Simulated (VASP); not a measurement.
# W (Fm-3m) in VASP: further runs

W is run at these levels: PBE, PBEsol; tasks: single point.

Everything below comes from runs of VASP 6.6.1. Logs are shortened: lines on timing, memory, paths and dates and some standing lists are left out, and cuts for length are marked.

## 1. The cell of the first run

Symmetry: Fm-3m, No. 225, cubic system. The conventional cell has a = 4.190 Å, b = 4.190 Å, c = 4.190 Å, α = 90.00°, β = 90.00°, γ = 90.00°. Within 3.9 Å of W (site symmetry m-3m) lie 12 W at 2.96 Å.

## 2. Single point, PBE (strained)

The input, INCAR:

```
ALGO     = Fast           # electronic algorithm
EDIFF    = 1E-7           # SCF threshold, eV
ENCUT    = 520            # plane-wave cutoff, eV
GGA      = PE             # functional
ISIF     = 2              # what is computed and relaxed
ISMEAR   = 0              # smearing method
LASPH    = T              # aspherical terms in the spheres
LCHARG   = F              # write CHGCAR
LREAL    = F              # projectors in reciprocal space
LWAVE    = F              # write WAVECAR
NBANDS   = 13             # bands
NELM     = 80             # most SCF steps
PREC     = Accurate       # precision mode
SIGMA    = 0.1            # smearing width, eV
```

The input, KPOINTS:

```
k-points
0
Gamma
  18 18 18
```

The input, POSCAR:

```
W
1.0
    0.0000000000      2.0948382000      2.0948382000
    2.0948382000      0.0000000000      2.0948382000
    2.0948382000      2.0948382000      0.0000000000
W
1
Direct
    0.0000000000      0.0000000000      0.0000000000
```

Potentials or basis: VASP PAW PBE potentials, release 64 (W_sv).

Launch:

```
$ cat potpaw_PBE.64/W_sv/POTCAR > POTCAR
$ mpirun -np 1 vasp_std > vasp.out
```

OUTCAR:

```text
EDIFF = 1E-7
   ENCUT = 520
   GGA = PE
   ISIF = 2
   ISMEAR = 0
   LASPH = T
   LREAL = F
   NELM = 80
   PREC = Accurate

 ion  position               nearest neighbor table
   1  0.000  0.000  0.000-

  LATTYP: Found a face centered cubic cell.
 ALAT       =     4.1896764000

  Lattice vectors:

 A1 = (   0.0000000000,   2.0948382000,   2.0948382000)
 A2 = (   2.0948382000,   0.0000000000,   2.0948382000)
 A3 = (   2.0948382000,   2.0948382000,   0.0000000000)

Analysis of symmetry for initial positions (statically):
=====================================================================
 Subroutine PRICEL returns:
 Original cell was already a primitive cell.

 Routine SETGRP: Setting up the symmetry group for a
 face centered cubic supercell.

 Subroutine GETGRP returns: Found 48 space group operations
[... 9 lines left out ...]

 Routine SETGRP: Setting up the symmetry group for a
 face centered cubic supercell.

 Subroutine GETGRP returns: Found 48 space group operations
 (whereof 48 operations were pure point group operations)
 out of a pool of 48 trial point group operations.

The dynamic configuration has the point symmetry O_h .

 Subroutine INISYM returns: Found 48 space group operations
 (whereof 48 operations are pure point group operations),
 and found     1 'primitive' translations

----------------------------------------------------------------------------------------

                                     Primitive cell

  volume of cell :      18.3858

  direct lattice vectors                    reciprocal lattice vectors
     0.000000000  2.094838200  2.094838200    -0.238681918  0.238681918  0.238681918
     2.094838200  0.000000000  2.094838200     0.238681918 -0.238681918  0.238681918
     2.094838200  2.094838200  0.000000000     0.238681918  0.238681918 -0.238681918

  length of vectors
     2.962548593  2.962548593  2.962548593     0.413409209  0.413409209  0.413409209

  position of ions in fractional coordinates (direct lattice)
     0.000000000  0.000000000  0.000000000

  ion indices of the primitive-cell ions
   primitive index   ion index
                 1           1

----------------------------------------------------------------------------------------

 KPOINTS: k-points

Automatic generation of k-mesh.
 Grid dimensions read from file:
 generate k-points for:   18   18   18

 Generating k-lattice:

  Cartesian coordinates                     Fractional coordinates (reciprocal lattice)
    -0.013260107  0.013260107  0.013260107     0.055555556  0.000000000  0.000000000
     0.013260107 -0.013260107  0.013260107     0.000000000  0.055555556  0.000000000
     0.013260107  0.013260107 -0.013260107     0.000000000  0.000000000  0.055555556

  Length of vectors
     0.022967178  0.022967178  0.022967178

  Shift w.r.t. Gamma in fractional coordinates (k-lattice)
     0.000000000  0.000000000  0.000000000

 Subroutine IBZKPT returns following result:
 ===========================================

 Found    195 irreducible k-points:

 Following reciprocal coordinates:
            Coordinates               Weight
  0.000000  0.000000  0.000000      1.000000
  0.055556  0.000000  0.000000      8.000000
  0.111111  0.000000  0.000000      8.000000
  0.166667  0.000000  0.000000      8.000000
  0.222222  0.000000  0.000000      8.000000
  0.277778  0.000000  0.000000      8.000000
[... 16 lines left out ...]
 -0.277778  0.055556  0.000000     24.000000
 -0.222222  0.055556  0.000000     24.000000
 [... further k-points ...]
   k-points           NKPTS =    195   k-points in BZ     NKDIM =    195   number of bands    NBANDS=     13
   number of dos      NEDOS =    301   number of ions     NIONS =      1
   total plane-waves  NPLWV =  13824
   dimension x,y,z NGX =    24 NGY =   24 NGZ =   24
   dimension x,y,z NGXF=    48 NGYF=   48 NGZF=   48
   ions per type =               1
   NGX,Y,Z   is equivalent  to a cutoff of  13.47, 13.47, 13.47 a.u.
   NGXF,Y,Z  is equivalent  to a cutoff of  26.94, 26.94, 26.94 a.u.
 SYSTEM =  unknown system
   PREC   = accura    normal or accurate (medium, high low for compatibility)
   ISTART =      0    job   : 0-new  1-cont  2-samecut
   ICHARG =      2    charge: 1-file 2-atom 10-const
   ISPIN  =      1    spin polarized calculation?
   LNONCOLLINEAR =      F non collinear calculations
   LSORBIT =      F    spin-orbit coupling
   LASPH  =      T    aspherical Exc in radial PAW
   ENCUT  =  520.0 eV  38.22 Ry    6.18 a.u.   5.51  5.51  5.51*2*pi/ulx,y,z
   NELM   =     80;   NELMIN=  2; NELMDL= -5     # of ELM steps
   EDIFF  = 0.1E-06   stopping-criterion for ELM
   LREAL  =      F    real-space projection
   EDIFFG = 0.1E-05   stopping-criterion for IOM
   NSW    =      0    number of steps for IOM
   IBRION =     -1    ionic relax: 0-MD 1-quasi-New 2-CG
   NFREE  =      0    steps in history (QN), initial steepest desc. (CG)
   ISIF   =      2    stress and relaxation
   ISYM   =      2    0-nonsym 1-usesym 2-fastsym
   POTIM  = 0.5000    time-step for ionic-motion
   TEBEG  =    0.0;   TEEND  =   0.0 temperature during run
   PSTRESS=    0.0 pullay stress
   NELECT =      14.0000    total number of electrons
   NUPDOWN=      -1.0000    fix difference up-down
   EMIN   =  10.00;   EMAX   =-10.00  energy-range for DOS
   EFERMI =   0.00;   METHOD = LEGACY
   ISMEAR =     0;   SIGMA  =   0.10  broadening in eV -4-tet -1-fermi 0-gaus
   EFERMI_NEDOS =   21; number of points for ismear=-14 and -15
   IALGO  =     68    algorithm
   IMIX   =      4    mixing-type and parameters
     AMIX     =   0.40;   BMIX     =  1.00
     AMIX_MAG =   1.60;   BMIX_MAG =  1.00
  volume/ion in A,a.u.               =      18.39       124.07
  Fermi-wavevector in a.u.,A,eV,Ry     =   1.494940  2.825027 30.406911  2.234845
  Thomas-Fermi vector in A             =   2.607148
   LORBIT       =      0    0 simple, 1 ext, 2 COOP (PROOUT), +10 PAW based schemes
   GGA     = PE    functional components
   LHFCALC =     F    Hartree Fock is set to
   AEXX    =    0.0000 exact exchange contribution
   IVDW    =     0    specifies the selected vdW correction
   LEPSILON=     F    determine dielectric tensor
   LRPA    =     F    only Hartree local field effects (RPA)
 non-spin polarized calculation
 RMM-DIIS sequential band-by-band and
 Gauss-broadening in eV      SIGMA  =   0.10
  energy-cutoff  :      520.00
  volume of cell :       18.39
 maximum number of plane-waves:       531
 NGX is ok and might be reduce to    24
   NGX = 11   NGY = 11   NGZ = 11

 number of electron      14.0000001 magnetization

 Free energy of the ion-electron system (eV)
  ---------------------------------------------------
  ext. energy  EPLUGINS =         0.00000000
  ---------------------------------------------------
  free energy    TOTEN  =       -12.31224875 eV

  energy without entropy =      -12.30474704  energy(sigma->0) =      -12.30849789

 E-fermi :   9.0156     XC(G=0): -12.8127

 val. band max:        9.0148483241   @ k =  -0.4444   0.1667   0.0556
 cond. band min:       9.0206585106   @ k =   0.2778   0.0556   0.0000
 fundamental gap:      0.0058101865
 Fermi energy:         9.0155845118

 k-point     1 :       0.0000    0.0000    0.0000
  band No.  band energies     occupation
      1     -64.9056      2.00000
      2     -28.6531      2.00000
      3     -28.6531      2.00000
      4     -28.6531      2.00000
      5       0.6077      2.00000
      6       8.5586      2.00000
      7       8.5586      2.00000
      8       8.5586      2.00000
      9      11.2075      0.00000
     10      11.2075      0.00000
     11      21.6201      0.00000
     12      26.2923      0.00000
     13      26.2923      0.00000

 k-point     2 :       0.0556    0.0000    0.0000
  band No.  band energies     occupation
      1     -64.9037      2.00000
      2     -28.6776      2.00000
      3     -28.6563      2.00000
      4     -28.6563      2.00000
      5       0.7268      2.00000
      6       8.4691      2.00000
      7       8.6139      2.00000
      8       8.6139      2.00000
      9      11.1608      0.00000
     10      11.1608      0.00000
     11      21.8556      0.00000
     12      25.7078      0.00000
     13      26.5107      0.00000

 k-point     3 :       0.1111    0.0000    0.0000
  band No.  band energies     occupation
      1     -64.8983      2.00000
      2     -28.7477      2.00000
      3     -28.6657      2.00000
      4     -28.6657      2.00000
      5       1.0734      2.00000
      6       8.2348      2.00000
      7       8.7583      1.99973
      8       8.7583      1.99973
      9      11.0560      0.00000
     10      11.0560      0.00000
     11      22.4940      0.00000
     12      24.5832      0.00000
     13      27.1448      0.00000

 k-point     4 :       0.1667    0.0000    0.0000
  band No.  band energies     occupation
      1     -64.8900      2.00000
      2     -28.8538      2.00000
      3     -28.6799      2.00000
      4     -28.6799      2.00000
      5       1.6131      2.00000
      6       7.9419      2.00000
      7       8.9177      1.83377
      8       8.9177      1.83377
      9      10.9996      0.00000
     10      10.9996      0.00000
     11      22.9684      0.00000
     12      23.8457      0.00000
     13      28.1380      0.00000

 k-point     5 :       0.2222    0.0000    0.0000
  band No.  band energies     occupation
      1     -64.8798      2.00000
      2     -28.9819      2.00000
      3     -28.6974      2.00000
      4     -28.6974      2.00000
      5       2.2793      2.00000
      6       7.7031      2.00000
      7       8.9742      1.44128
      8       8.9742      1.44128
      9      11.1404      0.00000
     10      11.1404      0.00000
     11      22.0650      0.00000
     12      24.4617      0.00000
     13      29.4028      0.00000
[... 257 lines left out ...]
 k-point    22 :      -0.3333    0.0556    0.0000
  band No.  band energies     occupation
      1     -64.8546      2.00000
      2     -29.2721      2.00000
      3     -28.7638      2.00000
      4     -28.7327      2.00000
      5       3.7406      2.00000
      6       7.9498      2.00000
      7       8.5632      2.00000
      8       8.7162      1.99998
      9      11.9418      0.00000
     10      12.7814      0.00000
     11      19.7878      0.00000
     12      22.9599      0.00000
     13      27.6625      0.00000

 k-point    23 :      -0.2778    0.0556    0.0000
  band No.  band energies     occupation
      1     -64.8642      2.00000
      2     -29.1579      2.00000
      3     -28.7484      2.00000
      4     -28.7143      2.00000
      5       3.2643      2.00000
      6       7.6060      2.00000
      7       8.7564      1.99975
      8       8.9042      1.88480
      9      11.3114      0.00000
     10      12.2011      0.00000
     11      20.8614      0.00000
     12      24.1437      0.00000
     13      28.6925      0.00000

 k-point    24 :      -0.2222    0.0556    0.0000
  band No.  band energies     occupation
      1     -64.8749      2.00000
      2     -29.0292      2.00000
      3     -28.7293      2.00000
      4     -28.6954      2.00000
      5       2.6094      2.00000
      6       7.5784      2.00000
      7       8.9180      1.83236
      8       9.0508      0.61822
      9      10.8324      0.00000
     10      11.6881      0.00000
     11      21.8880      0.00000
     12      24.6871      0.00000
     13      28.7096      0.00000

 [... further k-points ...]
[... 5 lines left out ...]
  --------------------------------------------------------------------------------------
  -------------------------------------------------------------------------------------
  Total       -2.8702064     -2.8702064     -2.8702064     -0.0000000     -0.0000000      0.0000000
  in kB     -250.1164493   -250.1164493   -250.1164493     -0.0000000     -0.0000000      0.0000000
  external PRESSURE =    -250.1164493 kB  Pullay stress =       0.0000000 kB

 VOLUME and BASIS-vectors are now :
 -----------------------------------------------------------------------------
  energy-cutoff  :      520.00
  volume of cell :       18.39
      direct lattice vectors                 reciprocal lattice vectors
     0.000000000  2.094838200  2.094838200    -0.238681918  0.238681918  0.238681918
     2.094838200  0.000000000  2.094838200     0.238681918 -0.238681918  0.238681918
     2.094838200  2.094838200  0.000000000     0.238681918  0.238681918 -0.238681918

 POSITION                                       TOTAL-FORCE (eV/Angst)
 -----------------------------------------------------------------------------------
      0.00000      0.00000      0.00000         0.000000     -0.000000     -0.000000
 -----------------------------------------------------------------------------------
    total drift:                                0.000000      0.000000      0.000000

  FREE ENERGIE OF THE ION-ELECTRON SYSTEM (eV)
  ---------------------------------------------------
  free  energy   TOTEN  =       -12.3122487451 eV

  energy  without entropy=      -12.3047470424  energy(sigma->0) =      -12.30849789
```

Run time: 43 s. Hardware: 1 thread of Intel Xeon Platinum 8488C (Sapphire Rapids), shared host; peak memory 0.17 GiB.

What came out:

```
Free energy            : -12.3122 eV
Pressure               : -25.0 GPa
Band gap on the k mesh : zero (band 7 reaches 11.50 eV, above the bottom of band 8 at 8.54 eV)
```

Levels at points of the mesh, in eV from the Fermi level:
```csv
k point,band 4,band 5,band 6,band 7,band 8,band 9,band 10,band 11
"(0.00, 0.00, 0.00)",-37.67,-8.41,-0.46,-0.46,-0.46,2.19,2.19,12.60
"(0.50, 0.00, 0.00)",-37.78,-5.03,-0.63,-0.63,0.35,4.28,4.28,8.68
"(0.50, 0.50, 0.00)",-37.95,-4.76,-3.87,2.49,4.24,4.88,4.88,10.80
```

Caveat: the cell differs from its parent crystal (strained); spin-orbit coupling is left out, which moves the levels of the heavy elements.

## 3. Single point, PBEsol (functional PBEsol, strained)

The input, INCAR:

```
SYSTEM = W
ALGO = Fast
EDIFF = 1E-6
ENCUT = 520
GGA = PS
ISIF = 2
ISMEAR = 0
LASPH = .True.
LCHARG = .False.
LREAL = .False.
LWAVE = .False.
NBANDS = 13
NELM = 60
PREC = Accurate
SIGMA = 0.1
```

The input, KPOINTS:

```
k-points
0
Gamma
  18 18 18
  0 0 0
```

The input, POSCAR:

```
W
1.0
    0.0000000000      2.1308504000      2.1308504000
    2.1308504000      0.0000000000      2.1308504000
    2.1308504000      2.1308504000      0.0000000000
W
1
Direct
    0.0000000000      0.0000000000      0.0000000000
```

Potentials or basis: VASP PAW PBE potentials, release 64 (W_sv).

Launch:

```
$ cat potpaw_PBE.64/W_sv/POTCAR > POTCAR
$ mpirun -np 1 vasp_std > vasp.out
```

It took 33 s on 1 thread of Intel Xeon Platinum 8488C (Sapphire Rapids), shared host; peak memory 0.17 GiB.

The run converged. Its results:

```
Free energy            : -12.8378 eV
Pressure               : -38.9 GPa
Band gap on the k mesh : zero (band 7 reaches 10.54 eV, above the bottom of band 8 at 7.79 eV)
```

Levels at points of the mesh, in eV from the Fermi level:
| k point | band 4 | band 5 | band 6 | band 7 | band 8 | band 9 | band 10 | band 11 |
| --- | --- | --- | --- | --- | --- | --- | --- | --- |
| (0.00, 0.00, 0.00) | -37.77 | -8.15 | -0.42 | -0.42 | -0.42 | 2.02 | 2.02 | 12.56 |
| (0.50, 0.00, 0.00) | -37.86 | -4.79 | -0.58 | -0.58 | 0.29 | 3.96 | 3.96 | 8.01 |
| (0.50, 0.50, 0.00) | -38.01 | -4.47 | -3.61 | 2.31 | 3.92 | 4.53 | 4.53 | 10.10 |

Caveat: the cell differs from its parent crystal (functional PBEsol, strained); the PAW data sets were made with another functional, which shifts forces and pressure a little; spin-orbit coupling is left out, which moves the levels of the heavy elements.
